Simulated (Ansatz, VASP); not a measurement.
**CaHf3: VASP beside Ansatz**

```xyz
4
Lattice="4.6067 0.0000 0.0000 0.0000 4.6067 0.0000 0.0000 0.0000 4.6067" Properties=species:S:1:pos:R:3 pbc="T T T"
Ca    0.0000    0.0000    0.0000
Hf    0.0000    2.3034    2.3034
Hf    2.3034    0.0000    2.3034
Hf    2.3034    2.3034    0.0000
```

Change from the starting cell: species swapped into the DyGa3 type (Pm-3m, No. 221).

Alike in both runs: functional PBE; k mesh 4 × 4 × 4; occupations gaussian, width 0.1 eV; no spin polarisation.

Ansatz relaxed the structure, and its values are those at the end. VASP's run is a single point on that final structure, the one shown.

```csv
,VASP,Ansatz
version,VASP 6.6.1,Ansatz 0.2.0
potentials or method,"VASP PAW PBE potentials, release 64 (Ca_sv, Hf_pv), cutoff 500 eV","scalar-relativistic, plane waves, PAW"
valence electrons in the cell,40,88
```

|  | VASP | Ansatz | Ansatz less VASP |
| --- | --- | --- | --- |
| gap on the k mesh at the Fermi level (eV) | none | none | - |
| pressure (GPa) | -0.1 | 0.1 | +0.17 |

A gap of «none» marks a metal or a gap that the smearing closes. VASP's potentials hold 40 valence electrons a cell and Ansatz's 88, so a difference there can come from the potentials and not from the codes.

Neither program's run includes spin-orbit coupling.
